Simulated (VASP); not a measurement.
# Ga (I4/mmm) in VASP: single point with PBE

Aim: the single point of Ga with PBE.

All numbers are computed with VASP 6.6.1; they aren't measurements. Logs are shortened: lines on timing, memory, paths and dates and some standing lists are left out, and cuts for length are marked.

## Step 1: The cell of the first run

Symmetry: I4/mmm, No. 139, tetragonal system. Conventional cell: a = 2.789 Å, b = 2.789 Å, c = 4.428 Å, α = 90.00°, β = 90.00°, γ = 90.00°. Ga (site symmetry 4/mmm) has 12 Ga at 2.79 to 2.97 Å within 3.7 Å.

## Step 2: Single point, PBE (volume scaled by 0.98)

The input, INCAR:

```
PREC = Accurate ; ENCUT = 520
EDIFF = 1E-6 ; ISMEAR = -1
SIGMA = 0.05 ; LREAL = False
LASPH = True ; NELM = 100
ALGO = Normal ; ISIF = 2
LWAVE = False ; LCHARG = True
GGA = PE ; LELF = True
LVHAR = True ; NBANDS = 12
ISYM = 0
```

The input, KPOINTS:

```
Automatic mesh
0
Gamma
  14 14 16
```

The input, POSCAR:

```
Ga
1.0
   -1.3945768973      1.3945768973      2.2140398177
    1.3945768973     -1.3945768973      2.2140398177
    1.3945768973      1.3945768973     -2.2140398177
Ga
1
Direct
    0.0000000000      0.0000000000      0.0000000000
```

Potentials or basis: VASP PAW PBE potentials, release 64 (Ga_d).

Run with:

```bash
$ cat potpaw_PBE.64/Ga_d/POTCAR > POTCAR
$ mpirun -np 1 vasp_std > vasp.out
```

OUTCAR:

```text
PREC = Accurate
   ENCUT = 520
   EDIFF = 1E-6
   ISMEAR = -1
   LREAL = False
   LASPH = True
   NELM = 100
   ISIF = 2
   GGA = PE
   ISYM = 0

 ion  position               nearest neighbor table
   1  0.000  0.000  0.000-

IMPORTANT INFORMATION: All symmetrisations will be switched off!
NOSYMM: (Re-)initialisation of all symmetry stuff for point group C_1.

----------------------------------------------------------------------------------------

                                     Primitive cell

  volume of cell :      17.2239

  direct lattice vectors                    reciprocal lattice vectors
    -1.394576897  1.394576897  2.214039818     0.000000000  0.358531682  0.225831530
     1.394576897 -1.394576897  2.214039818     0.358531682  0.000000000  0.225831530
     1.394576897  1.394576897 -2.214039818     0.358531682  0.358531682  0.000000000

  length of vectors
     2.965073652  2.965073652  2.965073652     0.423727326  0.423727326  0.507040367

  position of ions in fractional coordinates (direct lattice)
     0.000000000  0.000000000  0.000000000

  ion indices of the primitive-cell ions
   primitive index   ion index
                 1           1

----------------------------------------------------------------------------------------

 KPOINTS: Automatic mesh

Automatic generation of k-mesh.
 Grid dimensions read from file:
 generate k-points for:   14   14   16

 Generating k-lattice:

  Cartesian coordinates                     Fractional coordinates (reciprocal lattice)
     0.000000000  0.025609406  0.016130824     0.071428571  0.000000000  0.000000000
     0.025609406  0.000000000  0.016130824     0.000000000  0.071428571  0.000000000
     0.022408230  0.022408230  0.000000000     0.000000000  0.000000000  0.062500000

  Length of vectors
     0.030266238  0.030266238  0.031690023

  Shift w.r.t. Gamma in fractional coordinates (k-lattice)
     0.000000000  0.000000000  0.000000000

 -----------------------------------------------------------------------------
|                                                                             |
|           W    W    AA    RRRRR   N    N  II  N    N   GGGG   !!!           |
|           W    W   A  A   R    R  NN   N  II  NN   N  G    G  !!!           |
|           W    W  A    A  R    R  N N  N  II  N N  N  G       !!!           |
|           W WW W  AAAAAA  RRRRR   N  N N  II  N  N N  G  GGG   !            |
|           WW  WW  A    A  R   R   N   NN  II  N   NN  G    G                |
|           W    W  A    A  R    R  N    N  II  N    N   GGGG   !!!           |
|                                                                             |
|     Your reciprocal lattice and k-lattice belong to different lattice       |
|     classes:                                                                |
|                                                                             |
|        The reciprocal lattice is body-centered tetragonal,                  |
|        whereas your k-lattice is base-centered monoclinic.                  |
|                                                                             |
|     Results are often still useful ...                                      |
|                                                                             |
 -----------------------------------------------------------------------------

 WARNING: IBZKPT: internal override: KBLOWUP is changed to .FALSE.
      ... skipping the blow-up phase ...

 Subroutine IBZKPT returns following result:
 ===========================================

 Found   1572 irreducible k-points:

 Following reciprocal coordinates:
            Coordinates               Weight
  0.000000  0.000000  0.000000      1.000000
  0.071429 -0.000000 -0.000000      2.000000
  0.142857 -0.000000  0.000000      2.000000
  0.214286 -0.000000  0.000000      2.000000
  0.285714 -0.000000  0.000000      2.000000
  0.357143  0.000000  0.000000      2.000000
[... 16 lines left out ...]
 -0.000000  0.142857  0.000000      2.000000
  0.071429  0.142857  0.000000      2.000000
 [... further k-points ...]
   k-points           NKPTS =   1572   k-points in BZ     NKDIM =   1572   number of bands    NBANDS=     12
   number of dos      NEDOS =    301   number of ions     NIONS =      1
   total plane-waves  NPLWV =  13824
   dimension x,y,z NGX =    24 NGY =   24 NGZ =   24
   dimension x,y,z NGXF=    48 NGYF=   48 NGZF=   48
   ions per type =               1
   NGX,Y,Z   is equivalent  to a cutoff of  13.46, 13.46, 13.46 a.u.
   NGXF,Y,Z  is equivalent  to a cutoff of  26.91, 26.91, 26.91 a.u.
 SYSTEM =  unknown system
   PREC   = accura    normal or accurate (medium, high low for compatibility)
   ISTART =      0    job   : 0-new  1-cont  2-samecut
   ICHARG =      2    charge: 1-file 2-atom 10-const
   ISPIN  =      1    spin polarized calculation?
   LNONCOLLINEAR =      F non collinear calculations
   LSORBIT =      F    spin-orbit coupling
   LASPH  =      T    aspherical Exc in radial PAW
   ENCUT  =  520.0 eV  38.22 Ry    6.18 a.u.   5.51  5.51  5.51*2*pi/ulx,y,z
   NELM   =    100;   NELMIN=  2; NELMDL= -5     # of ELM steps
   EDIFF  = 0.1E-05   stopping-criterion for ELM
   LREAL  =      F    real-space projection
   EDIFFG = 0.1E-04   stopping-criterion for IOM
   NSW    =      0    number of steps for IOM
   IBRION =     -1    ionic relax: 0-MD 1-quasi-New 2-CG
   NFREE  =      0    steps in history (QN), initial steepest desc. (CG)
   ISIF   =      2    stress and relaxation
   ISYM   =      0    0-nonsym 1-usesym 2-fastsym
   POTIM  = 0.5000    time-step for ionic-motion
   TEBEG  =    0.0;   TEEND  =   0.0 temperature during run
   PSTRESS=    0.0 pullay stress
   NELECT =      13.0000    total number of electrons
   NUPDOWN=      -1.0000    fix difference up-down
   EMIN   =  10.00;   EMAX   =-10.00  energy-range for DOS
   EFERMI =   0.00;   METHOD = LEGACY
   ISMEAR =    -1;   SIGMA  =   0.05  broadening in eV -4-tet -1-fermi 0-gaus
   EFERMI_NEDOS =   21; number of points for ismear=-14 and -15
   IALGO  =     38    algorithm
   IMIX   =      4    mixing-type and parameters
     AMIX     =   0.40;   BMIX     =  1.00
     AMIX_MAG =   1.60;   BMIX_MAG =  1.00
  volume/ion in A,a.u.               =      17.22       116.23
  Fermi-wavevector in a.u.,A,eV,Ry     =   1.490548  2.816726 30.228498  2.221732
  Thomas-Fermi vector in A             =   2.603316
   LORBIT       =      0    0 simple, 1 ext, 2 COOP (PROOUT), +10 PAW based schemes
   GGA     = PE    functional components
[... 5 lines left out ...]
 non-spin polarized calculation
  energy-cutoff  :      520.00
  volume of cell :       17.22
 maximum number of plane-waves:       474
 NGX is ok and might be reduce to    24
   NGX = 11   NGY = 11   NGZ = 11

 number of electron      13.0000001 magnetization

 Free energy of the ion-electron system (eV)
  ---------------------------------------------------
  ext. energy  EPLUGINS =         0.00000000
  ---------------------------------------------------
  free energy    TOTEN  =        -2.86098970 eV

  energy without entropy =       -2.85834404  energy(sigma->0) =       -2.85966687

 E-fermi :   6.4749     XC(G=0): -11.4807

 val. band max:        6.4611162170   @ k =  -0.0714   0.3571   0.3750
 cond. band min:       6.5006686769   @ k =   0.0714   0.2143   0.2500
 fundamental gap:      0.0395524599
 Fermi energy:         6.4748844019

 k-point     1 :       0.0000    0.0000    0.0000
  band No.  band energies     occupation
      1      -8.6534      2.00000
      2      -8.5149      2.00000
      3      -8.5145      2.00000
      4      -8.4896      2.00000
      5      -8.3440      2.00000
      6      -5.3289      2.00000
      7      19.7046      0.00000
      8      19.7050      0.00000
      9      19.7688      0.00000
     10      22.9749      0.00000
     11      23.1100      0.00000
     12      23.7435      0.00000

 k-point     2 :       0.0714   -0.0000   -0.0000
  band No.  band energies     occupation
      1      -8.6455      2.00000
      2      -8.5179      2.00000
      3      -8.5081      2.00000
      4      -8.4869      2.00000
      5      -8.3480      2.00000
      6      -5.1881      2.00000
      7      17.9578      0.00000
      8      19.2582      0.00000
      9      19.5220      0.00000
     10      22.0485      0.00000
     11      23.7059      0.00000
     12      24.1660      0.00000

 k-point     3 :       0.1429   -0.0000    0.0000
  band No.  band energies     occupation
      1      -8.6294      2.00000
      2      -8.5322      2.00000
      3      -8.4915      2.00000
      4      -8.4698      2.00000
      5      -8.3574      2.00000
      6      -4.7620      2.00000
      7      14.9149      0.00000
      8      18.2846      0.00000
      9      19.1502      0.00000
     10      21.6766      0.00000
     11      22.9764      0.00000
     12      25.2232      0.00000
[... 286 lines left out ...]
 k-point    23 :      -0.0000    0.1429    0.0000
  band No.  band energies     occupation
      1      -8.6294      2.00000
      2      -8.5322      2.00000
      3      -8.4915      2.00000
      4      -8.4698      2.00000
      5      -8.3574      2.00000
      6      -4.7620      2.00000
      7      14.9149      0.00000
      8      18.2846      0.00000
      9      19.1502      0.00000
     10      21.6766      0.00000
     11      22.9764      0.00000
     12      25.2232      0.00000

 k-point    24 :       0.0714    0.1429    0.0000
  band No.  band energies     occupation
      1      -8.6270      2.00000
      2      -8.5278      2.00000
      3      -8.4933      2.00000
      4      -8.4607      2.00000
      5      -8.3561      2.00000
      6      -4.4563      2.00000
      7      14.1420      0.00000
      8      16.5802      0.00000
      9      18.8141      0.00000
     10      21.8549      0.00000
     11      22.5228      0.00000
     12      24.7903      0.00000

 [... further k-points ...]
[... 5 lines left out ...]
  --------------------------------------------------------------------------------------
  -------------------------------------------------------------------------------------
  Total        0.6550742      0.6550738      0.5764025      0.0014278      0.0108776      0.0108782
  in kB       60.9355498     60.9355129     53.6174451      0.1328126      1.0118396      1.0119031
  external PRESSURE =      58.4961693 kB  Pullay stress =       0.0000000 kB

 VOLUME and BASIS-vectors are now :
 -----------------------------------------------------------------------------
  energy-cutoff  :      520.00
  volume of cell :       17.22
      direct lattice vectors                 reciprocal lattice vectors
    -1.394576897  1.394576897  2.214039818     0.000000000  0.358531682  0.225831530
     1.394576897 -1.394576897  2.214039818     0.358531682  0.000000000  0.225831530
     1.394576897  1.394576897 -2.214039818     0.358531682  0.358531682  0.000000000

 POSITION                                       TOTAL-FORCE (eV/Angst)
 -----------------------------------------------------------------------------------
      0.00000      0.00000      0.00000         0.000001      0.000000     -0.000000
 -----------------------------------------------------------------------------------
    total drift:                                0.000001      0.000000     -0.000000

  FREE ENERGIE OF THE ION-ELECTRON SYSTEM (eV)
  ---------------------------------------------------
  free  energy   TOTEN  =        -2.8609896980 eV

  energy  without entropy=       -2.8583440411  energy(sigma->0) =       -2.85966687
```

Run time: 5.3 min. Hardware: 1 thread of Oxide Virtual Turin-like, shared host; peak memory 0.37 GiB.

What came out:

```yaml
Free_energy: -2.8610 eV
Pressure: 5.8 GPa
```
